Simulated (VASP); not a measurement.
# ZnO (P6_3mc) in VASP: further runs

Aim: see how the results for ZnO move with the level of theory and the settings. Levels: LDA, PBEsol. Tasks: single point.

All numbers are computed with VASP 6.6.1; they aren't measurements. Logs are shortened: lines on timing, memory, paths and dates and some standing lists are left out, and cuts for length are marked.

## Step 1: The cell of the first run

Symmetry: P6_3mc, No. 186, hexagonal system. The conventional cell has a = 3.187 Å, b = 3.187 Å, c = 5.153 Å, α = 90.00°, β = 90.00°, γ = 120.00°. Within 2.6 Å of Zn (site symmetry 3m) lie 4 O at 1.94 to 1.95 Å. O (site symmetry 3m) has 4 Zn at 1.94 to 1.95 Å within 2.6 Å.

## Step 2: Single point, LDA

INCAR

```
  PREC = Accurate
  ENCUT = 520
  EDIFF = 1E-6
  ISMEAR = -1
  SIGMA = 0.02
  LREAL = F
  LASPH = T
  NELM = 80
  ALGO = Normal
  ISIF = 2
  LWAVE = F
  LCHARG = F
  NBANDS = 26
```

KPOINTS

```
Automatic mesh
0
Gamma
  12 12 4
```

POSCAR

```
ZnO
1.0
    3.1870067972      0.0000000001      0.0000000000
   -1.5935033987      2.7600288484      0.0000000000
    0.0000000000      0.0000000000      5.1529526200
Zn O
2 2
Direct
    0.3333333333      0.6666666667     -0.0017023416
    0.6666666667      0.3333333333      0.4982976584
    0.3333333333      0.6666666667      0.3767023416
    0.6666666667      0.3333333333      0.8767023416
```

Potentials or basis: VASP PAW LDA potentials, release 64 (Zn, O).

On the command line:

```
> cat potpaw_LDA.64/Zn/POTCAR potpaw_LDA.64/O/POTCAR > POTCAR
> mpirun -np 1 vasp_std > vasp.out
```

OUTCAR:

```text
PREC = Accurate
   ENCUT = 520
   EDIFF = 1E-6
   ISMEAR = -1
   LREAL = F
   LASPH = T
   NELM = 80
   ISIF = 2

 ion  position               nearest neighbor table
   1  0.333  0.667  0.998-   4 1.94   4 1.94   4 1.94   3 1.95
   2  0.667  0.333  0.498-   3 1.94   3 1.94   3 1.94   4 1.95
   3  0.333  0.667  0.377-   2 1.94   2 1.94   2 1.94   1 1.95
   4  0.667  0.333  0.877-   1 1.94   1 1.94   1 1.94   2 1.95

  LATTYP: Found a hexagonal cell.
 ALAT       =     3.1870067972
 C/A-ratio  =     1.6168627643

  Lattice vectors:

 A1 = (   3.1870067972,   0.0000000001,   0.0000000000)
 A2 = (  -1.5935033987,   2.7600288484,   0.0000000000)
 A3 = (   0.0000000000,   0.0000000000,   5.1529526200)

Analysis of symmetry for initial positions (statically):
=====================================================================
 Subroutine PRICEL returns:
 Original cell was already a primitive cell.

 Routine SETGRP: Setting up the symmetry group for a
 hexagonal supercell.

 Subroutine GETGRP returns: Found 12 space group operations
 (whereof  6 operations were pure point group operations)
 out of a pool of 24 trial point group operations.

The static configuration has the point symmetry C_3v.
 The point group associated with its full space group is C_6v.

Analysis of symmetry for dynamics (positions and initial velocities):
=====================================================================
 Subroutine PRICEL returns:
 Original cell was already a primitive cell.

 Routine SETGRP: Setting up the symmetry group for a
 hexagonal supercell.

 Subroutine GETGRP returns: Found 12 space group operations
 (whereof  6 operations were pure point group operations)
 out of a pool of 24 trial point group operations.

The dynamic configuration has the point symmetry C_3v.
 The point group associated with its full space group is C_6v.

 Subroutine INISYM returns: Found 12 space group operations
 (whereof  6 operations are pure point group operations),
 and found     1 'primitive' translations

----------------------------------------------------------------------------------------

                                     Primitive cell

  volume of cell :      45.3266

  direct lattice vectors                    reciprocal lattice vectors
     3.187006797  0.000000000  0.000000000     0.313774041  0.181157527  0.000000000
    -1.593503399  2.760028848  0.000000000    -0.000000000  0.362315054  0.000000000
     0.000000000  0.000000000  5.152952620     0.000000000  0.000000000  0.194063496

  length of vectors
     3.187006797  3.187006797  5.152952620     0.362315054  0.362315054  0.194063496

  position of ions in fractional coordinates (direct lattice)
     0.333333333  0.666666667  0.998297658
     0.666666667  0.333333333  0.498297658
     0.333333333  0.666666667  0.376702342
     0.666666667  0.333333333  0.876702342

  ion indices of the primitive-cell ions
   primitive index   ion index
                 1           1
                 2           2
                 3           3
                 4           4

----------------------------------------------------------------------------------------

 KPOINTS: Automatic mesh

Automatic generation of k-mesh.
 Grid dimensions read from file:
 generate k-points for:   12   12    4

 Generating k-lattice:

  Cartesian coordinates                     Fractional coordinates (reciprocal lattice)
     0.026147837  0.015096461  0.000000000     0.083333333  0.000000000  0.000000000
    -0.000000000  0.030192921  0.000000000    -0.000000000  0.083333333  0.000000000
     0.000000000  0.000000000  0.048515874     0.000000000  0.000000000  0.250000000

  Length of vectors
     0.030192921  0.030192921  0.048515874

  Shift w.r.t. Gamma in fractional coordinates (k-lattice)
     0.000000000  0.000000000  0.000000000

 Subroutine IBZKPT returns following result:
 ===========================================

 Found     57 irreducible k-points:

 Following reciprocal coordinates:
            Coordinates               Weight
  0.000000  0.000000  0.000000      1.000000
  0.083333 -0.000000  0.000000      6.000000
  0.166667 -0.000000  0.000000      6.000000
  0.250000  0.000000  0.000000      6.000000
  0.333333  0.000000  0.000000      6.000000
  0.416667  0.000000  0.000000      6.000000
[... 16 lines left out ...]
  0.250000  0.000000  0.250000     12.000000
  0.333333  0.000000  0.250000     12.000000
 [... further k-points ...]
   k-points           NKPTS =     57   k-points in BZ     NKDIM =     57   number of bands    NBANDS=     26
   number of dos      NEDOS =    301   number of ions     NIONS =      4
   total plane-waves  NPLWV =  23040
   dimension x,y,z NGX =    24 NGY =   24 NGZ =   40
   dimension x,y,z NGXF=    48 NGYF=   48 NGZF=   80
   ions per type =               2   2
   NGX,Y,Z   is equivalent  to a cutoff of  12.52, 12.52, 12.90 a.u.
   NGXF,Y,Z  is equivalent  to a cutoff of  25.04, 25.04, 25.81 a.u.
 SYSTEM =  unknown system
   PREC   = accura    normal or accurate (medium, high low for compatibility)
   ISTART =      0    job   : 0-new  1-cont  2-samecut
   ICHARG =      2    charge: 1-file 2-atom 10-const
   ISPIN  =      1    spin polarized calculation?
   LNONCOLLINEAR =      F non collinear calculations
   LSORBIT =      F    spin-orbit coupling
   LASPH  =      T    aspherical Exc in radial PAW
   ENCUT  =  520.0 eV  38.22 Ry    6.18 a.u.   5.93  5.93  9.58*2*pi/ulx,y,z
   NELM   =     80;   NELMIN=  2; NELMDL= -5     # of ELM steps
   EDIFF  = 0.1E-05   stopping-criterion for ELM
   LREAL  =      F    real-space projection
   EDIFFG = 0.1E-04   stopping-criterion for IOM
   NSW    =      0    number of steps for IOM
   IBRION =     -1    ionic relax: 0-MD 1-quasi-New 2-CG
   NFREE  =      0    steps in history (QN), initial steepest desc. (CG)
   ISIF   =      2    stress and relaxation
   ISYM   =      2    0-nonsym 1-usesym 2-fastsym
   POTIM  = 0.5000    time-step for ionic-motion
   TEBEG  =    0.0;   TEEND  =   0.0 temperature during run
   PSTRESS=    0.0 pullay stress
   NELECT =      36.0000    total number of electrons
   NUPDOWN=      -1.0000    fix difference up-down
   EMIN   =  10.00;   EMAX   =-10.00  energy-range for DOS
   EFERMI =   0.00;   METHOD = LEGACY
   ISMEAR =    -1;   SIGMA  =   0.02  broadening in eV -4-tet -1-fermi 0-gaus
   EFERMI_NEDOS =   21; number of points for ismear=-14 and -15
   IALGO  =     38    algorithm
   IMIX   =      4    mixing-type and parameters
     AMIX     =   0.40;   BMIX     =  1.00
     AMIX_MAG =   1.60;   BMIX_MAG =  1.00
  volume/ion in A,a.u.               =      11.33        76.47
  Fermi-wavevector in a.u.,A,eV,Ry     =   1.516089  2.864993 31.273350  2.298526
  Thomas-Fermi vector in A             =   2.625526
   LORBIT       =      0    0 simple, 1 ext, 2 COOP (PROOUT), +10 PAW based schemes
   GGA     = CA    functional components
   LHFCALC =     F    Hartree Fock is set to
   AEXX    =    0.0000 exact exchange contribution
   IVDW    =     0    specifies the selected vdW correction
   LEPSILON=     F    determine dielectric tensor
   LRPA    =     F    only Hartree local field effects (RPA)
 non-spin polarized calculation
  energy-cutoff  :      520.00
  volume of cell :       45.33
 maximum number of plane-waves:      1237
 NGX is ok and might be reduce to    24
   NGX = 11   NGY = 11   NGZ = 19

 number of electron      35.9999986 magnetization

 Free energy of the ion-electron system (eV)
  ---------------------------------------------------
  ext. energy  EPLUGINS =         0.00000000
  ---------------------------------------------------
  free energy    TOTEN  =       -21.15661411 eV

  energy without entropy =      -21.15661411  energy(sigma->0) =      -21.15661411

 E-fermi :   1.8130     XC(G=0): -11.7254

 val. band max:        1.3518761778   @ k =   0.0000   0.0000   0.0000
 cond. band min:       2.1602426162   @ k =   0.0000   0.0000   0.0000
 fundamental gap:      0.8083664384
 Fermi energy:         1.8130272489

 k-point     1 :       0.0000    0.0000    0.0000
  band No.  band energies     occupation
      1     -16.8725      2.00000
      2     -16.0297      2.00000
      3      -4.7735      2.00000
      4      -4.6807      2.00000
      5      -4.6807      2.00000
      6      -4.6425      2.00000
[... 18 lines left out ...]
     25      15.6632      0.00000
     26      15.6632      0.00000

 k-point     2 :       0.0833   -0.0000    0.0000
  band No.  band energies     occupation
      1     -16.8275      2.00000
      2     -16.0090      2.00000
      3      -4.7491      2.00000
      4      -4.6967      2.00000
      5      -4.6566      2.00000
      6      -4.6140      2.00000
[... 18 lines left out ...]
     25      15.5119      0.00000
     26      15.7649      0.00000

 k-point     3 :       0.1667   -0.0000    0.0000
  band No.  band energies     occupation
      1     -16.7010      2.00000
      2     -15.9547      2.00000
      3      -4.8683      2.00000
      4      -4.5932      2.00000
      5      -4.5825      2.00000
      6      -4.5477      2.00000
[... 18 lines left out ...]
     25      15.4883      0.00000
     26      15.8620      0.00000

 k-point     4 :       0.2500    0.0000    0.0000
  band No.  band energies     occupation
      1     -16.5169      2.00000
      2     -15.8856      2.00000
      3      -4.9982      2.00000
      4      -4.6151      2.00000
      5      -4.5158      2.00000
      6      -4.4130      2.00000
[... 18 lines left out ...]
     25      14.8227      0.00000
     26      15.6998      0.00000

 k-point     5 :       0.3333    0.0000    0.0000
  band No.  band energies     occupation
      1     -16.3132      2.00000
      2     -15.8284      2.00000
      3      -5.0665      2.00000
      4      -4.6737      2.00000
      5      -4.4534      2.00000
      6      -4.2656      2.00000
[... 18 lines left out ...]
     25      14.8397      0.00000
     26      15.6205      0.00000

 k-point     6 :       0.4167    0.0000    0.0000
  band No.  band energies     occupation
      1     -16.1401      2.00000
      2     -15.8054      2.00000
      3      -5.0401      2.00000
      4      -4.7531      2.00000
      5      -4.4191      2.00000
      6      -4.1187      2.00000
[... 427 lines left out ...]
 k-point    21 :       0.0833   -0.0000    0.2500
  band No.  band energies     occupation
      1     -16.7139      2.00000
      2     -16.1352      2.00000
      3      -4.9158      2.00000
      4      -4.8175      2.00000
      5      -4.6377      2.00000
      6      -4.6304      2.00000
[... 18 lines left out ...]
     25      14.7612      0.00000
     26      15.3134      0.00000

 k-point    22 :       0.1667   -0.0000    0.2500
  band No.  band energies     occupation
      1     -16.5958      2.00000
      2     -16.0679      2.00000
      3      -4.9559      2.00000
      4      -4.8678      2.00000
      5      -4.5690      2.00000
      6      -4.5540      2.00000
[... 18 lines left out ...]
     25      14.6133      0.00000
     26      15.4225      0.00000

 k-point    23 :       0.2500    0.0000    0.2500
  band No.  band energies     occupation
      1     -16.4256      2.00000
      2     -15.9786      2.00000
      3      -5.0711      2.00000
      4      -4.8801      2.00000
      5      -4.4810      2.00000
      6      -4.4433      2.00000
[... 18 lines left out ...]
     25      14.8347      0.00000
     26      15.4278      0.00000

 k-point    24 :       0.3333    0.0000    0.2500
  band No.  band energies     occupation
      1     -16.2402      2.00000
      2     -15.8967      2.00000
      3      -5.1407      2.00000
      4      -4.9169      2.00000
      5      -4.4041      2.00000
      6      -4.3086      2.00000
[... 18 lines left out ...]
     25      14.8974      0.00000
     26      15.4543      0.00000

 [... further k-points ...]
[... 5 lines left out ...]
  --------------------------------------------------------------------------------------
  -------------------------------------------------------------------------------------
  Total        0.3217493      0.3217493      0.3113264     -0.0000000      0.0000000      0.0000000
  in kB       11.3730108     11.3730108     11.0045865     -0.0000000      0.0000000      0.0000000
  external PRESSURE =      11.2502027 kB  Pullay stress =       0.0000000 kB

 VOLUME and BASIS-vectors are now :
 -----------------------------------------------------------------------------
  energy-cutoff  :      520.00
  volume of cell :       45.33
      direct lattice vectors                 reciprocal lattice vectors
     3.187006797  0.000000000  0.000000000     0.313774041  0.181157527  0.000000000
    -1.593503399  2.760028848  0.000000000    -0.000000000  0.362315054  0.000000000
     0.000000000  0.000000000  5.152952620     0.000000000  0.000000000  0.194063496

 POSITION                                       TOTAL-FORCE (eV/Angst)
 -----------------------------------------------------------------------------------
     -0.00000      1.84002      5.14418         0.000000      0.000000      0.001469
      1.59350      0.92001      2.56770        -0.000000      0.000000      0.001469
     -0.00000      1.84002      1.94113        -0.000000      0.000000     -0.001469
      1.59350      0.92001      4.51761         0.000000     -0.000000     -0.001469
 -----------------------------------------------------------------------------------
    total drift:                                0.000001      0.000001     -0.000165

  FREE ENERGIE OF THE ION-ELECTRON SYSTEM (eV)
  ---------------------------------------------------
  free  energy   TOTEN  =       -21.1566141094 eV

  energy  without entropy=      -21.1566141093  energy(sigma->0) =      -21.15661411
```

Wall time 19 s (1 thread of Intel Xeon 6975P-C (Granite Rapids), shared host); peak memory 0.17 GiB.

What came out:

- Free energy: -21.1566 eV
- Pressure: 1.1 GPa
- Band gap on the k mesh: 0.81 eV, direct

(Continued in part 2 of 2.)
